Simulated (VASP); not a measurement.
# Ge4F: single point with PBE+D3(BJ)

Slab: Ge4F, a slab with vacuum.

```xyz
5
Lattice="4.0304 0.0000 0.0000 0.0000 4.0304 0.0000 0.0000 0.0000 21.6417" Properties=species:S:1:pos:R:3 pbc="T T T"
Ge    0.0000    2.0152    4.0000
Ge    0.0000    0.0000    5.4249
Ge    2.0152    0.0000    6.9179
Ge    2.0152    2.0152    8.3417
F     2.0152    2.0152   11.6417
```

```
Program                : VASP 6.6.1
Task                   : single point
Functional             : PBE
Dispersion             : D3(BJ)
Potentials or basis    : VASP PAW PBE potentials, release 64 (Ge_d, F)
Cutoff                 : 520 eV
k mesh                 : 7 × 7 × 1
Occupations            : gaussian, width 0.1 eV
Spin                   : no spin polarisation
Dipole correction      : yes
Further INCAR settings : ALGO = Normal; EDIFF = 1e-06; NBANDS = 40
```

The largest force is 0.979 eV/Å and the dispersion energy per atom is -0.176 eV.

Forces on the atoms (eV/Å):
```
Ge   0.000  0.000 -0.110
Ge   0.000  0.000  0.129
Ge   0.000  0.000  0.102
Ge   0.000  0.000  0.858
F    0.000  0.000 -0.979
```

Levels at points of the mesh, in eV from the Fermi level:
```csv
k point,band 29,band 30,band 31,band 32,band 33,band 34
"(0.00, 0.00, 0.00)",-0.39,-0.05,-0.05,0.82,1.27,1.88
```

Wall time 4.2 min on 1 thread of Intel(R) Xeon(R) 6975P-C (Granite Rapids) (shared host), peak memory 0.47 GiB.

Caveat: an odd number of electrons without spin polarisation forces a metal; a magnetic or distorted state may lie lower.
